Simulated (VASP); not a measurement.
Set up this calculation in VASP 6.6.1, as the native input.

| Quantity | Value |
| --- | --- |
| Task | relaxation of cell and atoms |
| Functional | PBE |
| Potentials or basis | VASP PAW PBE potentials, release 64 (La, O) |
| Cutoff | 600 eV |
| k mesh | 8 × 8 × 5 |
| Occupations | fermi-dirac, width 0.05 eV |
| Spin | no spin polarisation |
| Dipole correction | no |
| Further INCAR settings | ALGO = Normal; EDIFF = 1e-06; IBRION = 2; EDIFFG = -0.01; NSW = 60; ISIF = 3 |

The structure of La2O3 lies in POSCAR:

```
La2O3
1.0
    3.9307778780      0.0000000000      0.0000000000
   -1.9653889390      3.4041534990      0.0000000000
    0.0000000000      0.0000000000      6.1119535200
La O
2 3
Direct
    0.3333333333      0.6666666667      0.2462356800
    0.6666666667      0.3333333333      0.7537643200
    0.0000000000      0.0000000000      0.0000000000
    0.3333333333      0.6666666667      0.6458906500
    0.6666666667      0.3333333333      0.3541093500
```

The input as run:

INCAR

```
  ALGO = Normal
  EDIFF = 1E-6
  EDIFFG = -0.01
  ENCUT = 600
  GGA = PE
  IBRION = 2
  ISIF = 3
  ISMEAR = -1
  LASPH = T
  LCHARG = F
  LREAL = F
  LWAVE = F
  NELM = 100
  NSW = 60
  PREC = Accurate
  SIGMA = 0.05
```

KPOINTS

```
k-points
0
Gamma
  8 8 5
```

Potentials or basis: VASP PAW PBE potentials, release 64 (La, O).

Run with:

```sh
$ cat potpaw_PBE.64/La/POTCAR potpaw_PBE.64/O/POTCAR > POTCAR
$ mpirun -np 1 vasp_std > vasp.out
```

It gave:

```yaml
Relaxed_volume: 16.59 Å³/atom
Relaxed_cell: a = 3.937 Å, b = 3.937 Å, c = 6.179 Å, α = 90.00°, β = 90.00°, γ = 120.00°
Space_group_after_relaxing_to_0.05_Å: P-3m1 (No. 164)
Energy_gained_by_relaxing: 1.1 meV/atom
Ionic_steps: 12
Pressure_after_relaxing: 0.0 GPa
Band_gap_on_the_k_mesh: 3.89 eV, indirect (least direct gap 4.07 eV)
```

Caveat: spin-orbit coupling is left out, which moves the levels of the heavy elements.

Run time: 4.7 min on 1 thread of Intel(R) Xeon(R) 6975P-C (Granite Rapids), on a shared host, peak memory 0.29 GiB.
